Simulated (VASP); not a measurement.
# PbS: single point with PBE

PbS:

```
CELL_PARAMETERS angstrom
0.00000 2.96500 2.96500
2.96500 0.00000 2.96500
2.96500 2.96500 0.00000
ATOMIC_POSITIONS crystal
Pb 0.00000 0.00000 0.00596
S 0.50000 0.50000 0.50000
```

* Program: VASP 6.6.1
* Task: single point
* Functional: PBE
* Potentials or basis: VASP PAW PBE potentials, release 64 (Pb_d, S)
* Cutoff: 520 eV
* k mesh: 10 × 10 × 10
* Occupations: gaussian, width 0.03 eV
* Spin: no spin polarisation
* Dipole correction: no
* Further INCAR settings: ALGO = Normal; EDIFF = 1e-06; NBANDS = 17

```
Pressure               : 2.2 GPa
Largest force          : 0.014 eV/Å
Band gap on the k mesh : 0.36 eV
```

Forces on the atoms (eV/Å):
```
Pb  -0.010 -0.010  0.000
S    0.010  0.010  0.000
```

Levels at points of the mesh, in eV from the valence-band top:
```
           k point  band 6  band 7  band 8  band 9  band 10  band 11  band 12  band 13  band 14  band 15
(0.00, 0.00, 0.00)  -13.61   -6.04   -2.18   -2.18    -2.18     5.21     5.21     5.21     6.73     6.73
(0.50, 0.00, 0.00)  -12.36   -8.86   -1.79   -1.79     0.00     0.36     1.96     1.96     8.66    10.12
(0.00, 0.00, 0.50)  -12.36   -8.85   -1.79   -1.79    -0.01     0.37     1.96     1.96     8.66    10.12
(0.50, 0.50, 0.00)  -11.93   -7.21   -5.21   -3.45    -3.45     3.85     5.58     5.69     5.69    11.17
(0.00, 0.50, 0.50)  -11.93   -7.21   -5.20   -3.45    -3.45     3.86     5.58     5.69     5.69    11.17
```

Wall time 110 s on 1 thread of Intel Xeon 8259CL, with other jobs on the host, peak memory 0.28 GiB.

Caveat: spin-orbit coupling is left out, which moves the levels of the heavy elements. A k mesh can miss the band edges.
